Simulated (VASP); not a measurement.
# Cd (P6_3/mmc) in VASP: notebook

Runs on Cd. Level: PBE. Tasks: single point.

Program: VASP 6.6.1. These are calculated values, not measurements. Logs are shortened: lines on timing, memory, paths and dates and some standing lists are left out, and cuts for length are marked.

## 1. The cell of the first run

It takes space group P6_3/mmc (No. 194, hexagonal). Conventional cell: a = 3.001 Å, b = 3.001 Å, c = 5.926 Å, α = 90.00°, β = 90.00°, γ = 120.00°. Cd (site symmetry -6m2) has 12 Cd at 3.00 to 3.43 Å within 4.0 Å.

## 2. Single point, PBE

INCAR

```
SYSTEM = Cd
  PREC = Accurate
  ENCUT = 500
  EDIFF = 1E-6
  ISMEAR = -1
  SIGMA = 0.1
  LREAL = .FALSE.
  LASPH = .TRUE.
  NELM = 120
  ALGO = Normal
  ISIF = 2
  LWAVE = .FALSE.
  LCHARG = .FALSE.
  GGA = PE
  NBANDS = 19
  GGA_COMPAT = .FALSE.
```

KPOINTS

```
Automatic mesh
0
G
  6 6 3
  0 0 0
```

POSCAR

```
Cd
1.0
    3.0007103723      0.0000000000      0.0000000000
   -1.5003551861      2.5986914118      0.0000000000
    0.0000000000      0.0000000000      5.9261569632
Cd
2
Direct
    0.3333333333      0.6666666667      0.2500000000
    0.6666666667      0.3333333333      0.7500000000
```

Potentials or basis: VASP PAW PBE potentials, release 64 (Cd).

Started as:

```
$ cat potpaw_PBE.64/Cd/POTCAR > POTCAR
$ mpirun -np 1 vasp_std > vasp.out
```

OUTCAR:

```text
SYSTEM = Cd
   PREC = Accurate
   ENCUT = 500
   EDIFF = 1E-6
   ISMEAR = -1
   LREAL = .FALSE.
   LASPH = .TRUE.
   NELM = 120
   ISIF = 2
   GGA = PE

 ion  position               nearest neighbor table
   1  0.333  0.667  0.250-   2 3.43   2 3.43   2 3.43   2 3.43   2 3.43   2 3.43
   2  0.667  0.333  0.750-   1 3.43   1 3.43   1 3.43   1 3.43   1 3.43   1 3.43

  LATTYP: Found a hexagonal cell.
 ALAT       =     3.0007103723
 C/A-ratio  =     1.9749180120

  Lattice vectors:

 A1 = (   3.0007103723,   0.0000000000,   0.0000000000)
 A2 = (  -1.5003551861,   2.5986914118,   0.0000000000)
 A3 = (   0.0000000000,   0.0000000000,   5.9261569632)

Analysis of symmetry for initial positions (statically):
=====================================================================
 Subroutine PRICEL returns:
 Original cell was already a primitive cell.

 Routine SETGRP: Setting up the symmetry group for a
 hexagonal supercell.

 Subroutine GETGRP returns: Found 24 space group operations
 (whereof 12 operations were pure point group operations)
 out of a pool of 24 trial point group operations.

The static configuration has the point symmetry D_3d.
 The point group associated with its full space group is D_6h.

Analysis of symmetry for dynamics (positions and initial velocities):
=====================================================================
 Subroutine PRICEL returns:
 Original cell was already a primitive cell.

 Routine SETGRP: Setting up the symmetry group for a
 hexagonal supercell.

 Subroutine GETGRP returns: Found 24 space group operations
 (whereof 12 operations were pure point group operations)
 out of a pool of 24 trial point group operations.

The dynamic configuration has the point symmetry D_3d.
 The point group associated with its full space group is D_6h.

 Subroutine INISYM returns: Found 24 space group operations
 (whereof 12 operations are pure point group operations),
 and found     1 'primitive' translations

----------------------------------------------------------------------------------------

                                     Primitive cell

  volume of cell :      46.2117

  direct lattice vectors                    reciprocal lattice vectors
     3.000710372  0.000000000  0.000000000     0.333254422  0.192404530  0.000000000
[... 69 lines left out ...]
   ISPIN  =      1    spin polarized calculation?
   LNONCOLLINEAR =      F non collinear calculations
   LSORBIT =      F    spin-orbit coupling
   LASPH  =      T    aspherical Exc in radial PAW
   ENCUT  =  500.0 eV  36.75 Ry    6.06 a.u.   5.47  5.47 10.80*2*pi/ulx,y,z
   NELM   =    120;   NELMIN=  2; NELMDL= -5     # of ELM steps
   EDIFF  = 0.1E-05   stopping-criterion for ELM
   LREAL  =      F    real-space projection
   EDIFFG = 0.1E-04   stopping-criterion for IOM
   NSW    =      0    number of steps for IOM
   IBRION =     -1    ionic relax: 0-MD 1-quasi-New 2-CG
   NFREE  =      0    steps in history (QN), initial steepest desc. (CG)
   ISIF   =      2    stress and relaxation
   ISYM   =      2    0-nonsym 1-usesym 2-fastsym
   POTIM  = 0.5000    time-step for ionic-motion
   TEBEG  =    0.0;   TEEND  =   0.0 temperature during run
   PSTRESS=    0.0 pullay stress
   NELECT =      24.0000    total number of electrons
   NUPDOWN=      -1.0000    fix difference up-down
   EMIN   =  10.00;   EMAX   =-10.00  energy-range for DOS
   EFERMI =   0.00;   METHOD = LEGACY
   ISMEAR =    -1;   SIGMA  =   0.10  broadening in eV -4-tet -1-fermi 0-gaus
   EFERMI_NEDOS =   21; number of points for ismear=-14 and -15
   IALGO  =     38    algorithm
   IMIX   =      4    mixing-type and parameters
     AMIX     =   0.40;   BMIX     =  1.00
     AMIX_MAG =   1.60;   BMIX_MAG =  1.00
  volume/ion in A,a.u.               =      23.11       155.93
  Fermi-wavevector in a.u.,A,eV,Ry     =   1.315915  2.486719 23.560298  1.731633
  Thomas-Fermi vector in A             =   2.446064
   LORBIT       =      0    0 simple, 1 ext, 2 COOP (PROOUT), +10 PAW based schemes
   GGA     = PE    functional components
   LHFCALC =     F    Hartree Fock is set to
   AEXX    =    0.0000 exact exchange contribution
   IVDW    =     0    specifies the selected vdW correction
   LEPSILON=     F    determine dielectric tensor
   LRPA    =     F    only Hartree local field effects (RPA)
 non-spin polarized calculation
  energy-cutoff  :      500.00
  volume of cell :       46.21
 maximum number of plane-waves:      1204
 NGX is ok and might be reduce to    24
   NGX = 11   NGY = 11   NGZ = 21

 number of electron      24.0000002 magnetization

 Free energy of the ion-electron system (eV)
  ---------------------------------------------------
  ext. energy  EPLUGINS =         0.00000000
  ---------------------------------------------------
  free energy    TOTEN  =        -1.50599241 eV

  energy without entropy =       -1.46812140  energy(sigma->0) =       -1.48705690

 E-fermi :   2.8929     XC(G=0): -10.6644

 val. band max:        2.7662012497   @ k =   0.3333   0.3333   0.0000
 cond. band min:       2.9442059339   @ k =   0.5000   0.0000   0.3333
 fundamental gap:      0.1780046843
 Fermi energy:         2.8928935347

 k-point     1 :       0.0000    0.0000    0.0000
  band No.  band energies     occupation
      1      -7.1926      2.00000
      2      -7.0181      2.00000
      3      -6.6432      2.00000
      4      -6.6432      2.00000
      5      -6.6092      2.00000
      6      -6.6092      2.00000
[... 285 lines left out ...]
      6      -6.4527      2.00000
[... 11 lines left out ...]
     18      10.6072      0.00000
     19      12.0358      0.00000

------------------------ aborting loop because EDIFF is reached ----------------------------------------

  FORCE on cell =-STRESS in cart. coord.  units (eV):
  Direction    XX          YY          ZZ          XY          YZ          ZX
  --------------------------------------------------------------------------------------
  -------------------------------------------------------------------------------------
  Total        0.3387361      0.3387361     -0.1389628      0.0000000     -0.0000000      0.0000000
  in kB       11.7441115     11.7441115     -4.8178944      0.0000000     -0.0000000      0.0000000
  external PRESSURE =       6.2234428 kB  Pullay stress =       0.0000000 kB

 VOLUME and BASIS-vectors are now :
 -----------------------------------------------------------------------------
  energy-cutoff  :      500.00
  volume of cell :       46.21
      direct lattice vectors                 reciprocal lattice vectors
     3.000710372  0.000000000  0.000000000     0.333254422  0.192404530  0.000000000
    -1.500355186  2.598691412  0.000000000     0.000000000  0.384809060  0.000000000
     0.000000000  0.000000000  5.926156963     0.000000000  0.000000000  0.168743421

 POSITION                                       TOTAL-FORCE (eV/Angst)
 -----------------------------------------------------------------------------------
     -0.00000      1.73246      1.48154         0.000000      0.000000      0.000000
      1.50036      0.86623      4.44462        -0.000000      0.000000      0.000000
 -----------------------------------------------------------------------------------
    total drift:                                0.000000     -0.000000      0.000000

  FREE ENERGIE OF THE ION-ELECTRON SYSTEM (eV)
  ---------------------------------------------------
  free  energy   TOTEN  =        -1.5059924076 eV

  energy  without entropy=       -1.4681214002  energy(sigma->0) =       -1.48705690
```

stdout:

```text
POSCAR found type information on POSCAR Cd
 POSCAR found :  1 types and       2 ions
 scaLAPACK will be used
 LDA part: xc-table for (Slater+PW92), standard interpolation
 POSCAR, INCAR and KPOINTS ok, starting setup
 FFT: planning ... GRIDC
 FFT: planning ... GRID_SOFT
 FFT: planning ... GRID
 WAVECAR not read
 entering main loop
```

Wall time 8.6 s (1 thread of AMD EPYC 9R45 (Zen 5), shared host); peak memory 0.13 GiB.

What came out:

```
Free energy            : -1.5060 eV
Pressure               : 0.6 GPa
Band gap on the k mesh : zero (bands 12 and 13 overlap by 3.61 eV)
```

Stress tensor (GPa, compression positive):
```
 1.17  0.00  0.00
 0.00  1.17  0.00
 0.00  0.00 -0.48
```

Caveat: the k points lie up to 0.40 Å⁻¹ apart, too coarse for converged energies and pressures of a metal.

## 3. Single point, PBE

INCAR

```
PREC     = Accurate       # precision mode
ENCUT    = 520            # plane-wave cutoff, eV
EDIFF    = 1E-6           # SCF threshold, eV
ISMEAR   = -1             # smearing method
SIGMA    = 0.1            # smearing width, eV
LREAL    = F              # projectors in reciprocal space
LASPH    = T              # aspherical terms in the spheres
NELM     = 80             # most SCF steps
ALGO     = Normal         # electronic algorithm
ISIF     = 2              # what is computed and relaxed
LWAVE    = F              # write WAVECAR
LCHARG   = F              # write CHGCAR
GGA      = PE             # functional
NBANDS   = 19             # bands
```

KPOINTS

```
Automatic mesh
0
Gamma
  2 2 1
```

POSCAR

```
Cd
1.0
    3.0007103730      0.0000000000      0.0000000000
   -1.5003551865      2.5986914124      0.0000000000
    0.0000000000      0.0000000000      5.9261569577
Cd
2
Direct
    0.3333333333      0.6666666667      0.2500000000
    0.6666666667      0.3333333333      0.7500000000
```

Potentials or basis: VASP PAW PBE potentials, release 64 (Cd).

Started as:

```
$ cat potpaw_PBE.64/Cd/POTCAR > POTCAR
$ mpirun -np 1 vasp_std > vasp.out
```

Wall time 7.3 s (1 thread of Intel Xeon 8259CL, shared host); peak memory 0.16 GiB.

Results (log left out):

```yaml
Free_energy: 0.1682 eV
Pressure: 3.7 GPa
Band_gap_on_the_k_mesh: zero (bands 12 and 13 overlap by 1.23 eV)
```

Stress tensor (GPa, compression positive):
```
 13.48   0.00   0.00
  0.00  13.48   0.00
  0.00   0.00 -15.95
```

Levels at points of the mesh, in eV from the Fermi level:
```tsv
k point	band 8	band 9	band 10	band 11	band 12	band 13	band 14	band 15	band 16	band 17
(0.00, 0.00, 0.00)	-7.06	-6.89	-6.89	-6.83	-1.98	-1.30	10.58	14.70	16.08	16.47
(0.50, 0.00, 0.00)	-6.90	-6.63	-6.61	-0.49	-0.07	3.17	4.19	4.59	6.58	10.13
```

Caveat: the k points lie up to 1.21 Å⁻¹ apart, too coarse for converged energies and pressures of a metal.

## 4. Single point, PBE

INCAR

```
  PREC = Accurate
  ENCUT = 520
  EDIFF = 1E-7
  ISMEAR = -1
  SIGMA = 0.1
  LREAL = F
  LASPH = T
  NELM = 80
  ALGO = Normal
  ISIF = 2
  LWAVE = F
  LCHARG = T
  GGA = PE
  LELF = T
  LVHAR = T
  NBANDS = 19
```

KPOINTS

```
regular mesh
0
Gamma
  3 3 2
```

POSCAR is that of step 3.

Started as:

```
$ cat potpaw_PBE.64/Cd/POTCAR > POTCAR
$ mpirun -np 1 vasp_std > vasp.out
```

Run time: 11 s. Hardware: 1 thread of Intel Xeon 8259CL, shared host; peak memory 0.16 GiB.

It converged, with:

```yaml
Free_energy: -1.1947 eV
Pressure: 2.7 GPa
Band_gap_on_the_k_mesh: zero (bands 12 and 13 overlap by 4.08 eV)
```

Stress tensor (GPa, compression positive):
```
-0.24  0.00  0.00
 0.00 -0.24  0.00
 0.00  0.00  8.70
```

Levels at points of the mesh, in eV from the Fermi level:
```
           k point  band 9  band 10  band 11  band 12  band 13  band 14  band 15  band 16
(0.00, 0.00, 0.00)   -8.90    -8.90    -8.87    -4.01    -3.33     8.54    12.67    14.07
(0.00, 0.00, 0.50)   -8.98    -8.98    -7.55    -7.55     2.39     2.39    14.38    14.38
```

Caveat: the k points lie up to 0.81 Å⁻¹ apart, too coarse for converged energies and pressures of a metal.

## 5. Single point, PBE

INCAR

```
SYSTEM = Cd
PREC = Accurate
ENCUT = 520
EDIFF = 1E-7
ISMEAR = -1
SIGMA = 0.1
LREAL = .False.
LASPH = .True.
NELM = 100
ALGO = Normal
ISIF = 2
LWAVE = .False.
LCHARG = .False.
GGA = PE
NBANDS = 19
```

KPOINTS

```
regular mesh
0
Gamma
  4 4 2
  0 0 0
```

POSCAR is that of step 4.

Started as:

```
$ cat potpaw_PBE.64/Cd/POTCAR > POTCAR
$ mpirun -np 1 vasp_std > vasp.out
```

It took 11 s on 1 thread of Intel Xeon 8259CL, shared host; peak memory 0.16 GiB.

It converged, with:

```yaml
Free_energy: -1.6832 eV
Pressure: -1.7 GPa
Band_gap_on_the_k_mesh: zero (bands 12 and 13 overlap by 3.34 eV)
```

Stress tensor (GPa, compression positive):
```
-0.07  0.00  0.00
 0.00 -0.07  0.00
 0.00  0.00 -4.89
```

Levels at points of the mesh, in eV from the Fermi level:
```csv
k point,band 10,band 11,band 12,band 13,band 14,band 15
"(0.00, 0.00, 0.00)",-7.79,-7.70,-2.86,-2.17,9.71,13.82
"(0.50, 0.00, 0.00)",-7.52,-1.36,-0.94,2.30,3.32,3.71
"(0.00, 0.00, 0.50)",-7.86,-6.39,-6.39,3.55,3.55,15.54
"(0.50, 0.00, 0.50)",-7.52,-0.63,-0.63,0.75,0.75,8.03
```

Caveat: the k points lie up to 0.60 Å⁻¹ apart, too coarse for converged energies and pressures of a metal.

## 6. Single point, PBE

INCAR

```
  ALGO = Normal
  EDIFF = 1E-7
  ENCUT = 520
  GGA = PE
  ISIF = 2
  ISMEAR = -1
  LASPH = T
  LCHARG = T
  LELF = T
  LREAL = F
  LVHAR = T
  LWAVE = F
  NBANDS = 19
  NELM = 80
  PREC = Accurate
  SIGMA = 0.1
```

KPOINTS

```
k-points
0
Gamma
  6 6 3
```

POSCAR is that of step 5.

Potentials or basis: VASP PAW PBE potentials, release 64 (Cd).

Started as:

```
$ cat potpaw_PBE.64/Cd/POTCAR > POTCAR
$ mpirun -np 1 vasp_std > vasp.out
```

Run time: 15 s. Hardware: 1 thread of Intel Xeon 8259CL, shared host; peak memory 0.17 GiB.

It converged, with:

```yaml
Free_energy: -1.5060 eV
Pressure: 0.6 GPa
Band_gap_on_the_k_mesh: zero (bands 12 and 13 overlap by 3.61 eV)
```

Stress tensor (GPa, compression positive):
```
 1.18  0.00  0.00
 0.00  1.18  0.00
 0.00  0.00 -0.48
```

Levels at points of the mesh, in eV from the Fermi level:
| k point | band 8 | band 9 | band 10 | band 11 | band 12 | band 13 | band 14 | band 15 | band 16 | band 17 |
| --- | --- | --- | --- | --- | --- | --- | --- | --- | --- | --- |
| (0.00, 0.00, 0.00) | -8.99 | -8.82 | -8.82 | -8.77 | -3.91 | -3.25 | 8.64 | 12.77 | 14.18 | 14.53 |
| (0.50, 0.00, 0.00) | -8.84 | -8.55 | -8.54 | -2.42 | -2.00 | 1.25 | 2.27 | 2.63 | 4.64 | 8.20 |

Caveat: the k points lie up to 0.40 Å⁻¹ apart, too coarse for converged energies and pressures of a metal.

## 7. The runs side by side

| k mesh | cutoff (eV) | gap on the mesh (eV) | pressure (GPa) |
| --- | --- | --- | --- |
| 6 × 6 × 3 | 500 | none | 0.6 |
| 2 × 2 × 1 | 520 | none | 3.7 |
| 3 × 3 × 2 | 520 | none | 2.7 |
| 4 × 4 × 2 | 520 | none | -1.7 |
| 6 × 6 × 3 | 520 | none | 0.6 |

Alike in all rows: task single point; level PBE; potentials or basis VASP PAW PBE potentials, release 64 (Cd); no spin polarisation; cell as given; smearing fermi-dirac 0.1 eV.

Caveats: all runs use coarse meshes.

Absolute energies hang on the potentials; compare differences alone.
